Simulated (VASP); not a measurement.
Wanted: the native input for a VASP 6.6.1 run.

```yaml
Task: single point
Functional: LDA
Potentials_or_basis: VASP PAW LDA potentials, release 64 (Hg, Te)
Cutoff: 500 eV
k_mesh: 6 × 6 × 6
Occupations: fermi-dirac, width 0.01 eV
Spin: no spin polarisation
Dipole_correction: no
Further_INCAR_settings: ALGO = Normal; EDIFF = 1e-06; NBANDS = 16
```

The structure of HgTe (Coloradoite) lies in POSCAR:

```
HgTe
1.0
    0.0000000000      3.2145000000      3.2145000000
    3.2145000000      0.0000000000      3.2145000000
    3.2145000000      3.2145000000      0.0000000000
Hg Te
1 1
Direct
    0.0000000000      0.0000000000      0.0000000000
    0.2500000000      0.2500000000      0.2500000000
```

These files were run (other wordings do the same):

INCAR

```
PREC = Accurate
ENCUT = 500
EDIFF = 1E-6
ISMEAR = -1
SIGMA = 0.01
LREAL = False
LASPH = True
NELM = 120
ALGO = Normal
ISIF = 2
LWAVE = False
LCHARG = False
GGA = CA
NBANDS = 16
GGA_COMPAT = False
```

KPOINTS

```
regular mesh
0
Gamma
  6 6 6
```

Potentials or basis: VASP PAW LDA potentials, release 64 (Hg, Te).

The run is started by

```console
$ cat potpaw_LDA.64/Hg/POTCAR potpaw_LDA.64/Te/POTCAR > POTCAR
$ mpirun -np 1 vasp_std > vasp.out
```

Results of the run:

* Pressure: 0.5 GPa
* Band gap on the k mesh: zero (filled and empty bands touch)

Caveat: spin-orbit coupling is left out, which moves the levels of the heavy elements.

Wall time 16 s on 1 thread of AMD EPYC 9R45 (Zen 5) (shared host), peak memory 0.14 GiB.
